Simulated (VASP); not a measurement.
Here is a VASP 6.6.1 calculation.

File POSCAR:

```
GaN
1.0
    3.1831500546      0.0000000000      0.0000000000
   -1.5915750273      2.7566888113      0.0000000000
    0.0000000000      0.0000000000      5.1836268250
Ga N
2 2
Direct
    0.3333333333      0.6666666667     -0.0008868441
    0.6666666667      0.3333333333      0.4991131559
    0.3333333333      0.6666666667      0.3758868441
    0.6666666667      0.3333333333      0.8758868441
```

Contents of INCAR.step1:

```
PREC = Accurate ; ENCUT = 1460
ISMEAR = 0 ; SIGMA = 0.01
LREAL = False ; LASPH = True
NELM = 120 ; NBANDS = 26
GGA = PE ; ALGO = Normal
EDIFF = 1E-5 ; LWAVE = True
LCHARG = False ; GGA_COMPAT = False
```

The input INCAR.step2:

```
PREC = Accurate ; ENCUT = 1460
EDIFF = 1E-6 ; ISMEAR = 0
SIGMA = 0.01 ; LREAL = False
LASPH = True ; NELM = 120
ALGO = Normal ; ISIF = 2
LWAVE = False ; LCHARG = False
METAGGA = R2SCAN ; LMIXTAU = True
NBANDS = 26 ; ISTART = 1
GGA_COMPAT = False
```

The input KPOINTS:

```
regular mesh
0
Gamma
  12 12 6
```

Potentials or basis: VASP PAW PBE potentials, release 64 (Ga_d, N_h).

The run is started by

```bash
$ cat potpaw_PBE.64/Ga_d/POTCAR potpaw_PBE.64/N_h/POTCAR > POTCAR
$ cp INCAR.step1 INCAR
$ mpirun -np 1 vasp_std > vasp.out
$ cp INCAR.step2 INCAR
$ mpirun -np 1 vasp_std > vasp.out
```

Question: What does it give for the pressure?

Answer: 1.0 GPa.

Question: What does it give for the band gap on the k mesh?

Answer: 2.34 eV.

Caveat: the PAW data sets were made with another functional, which shifts forces and pressure a little. r2SCAN opens gaps a little over a GGA but as a rule still falls short of measured ones.
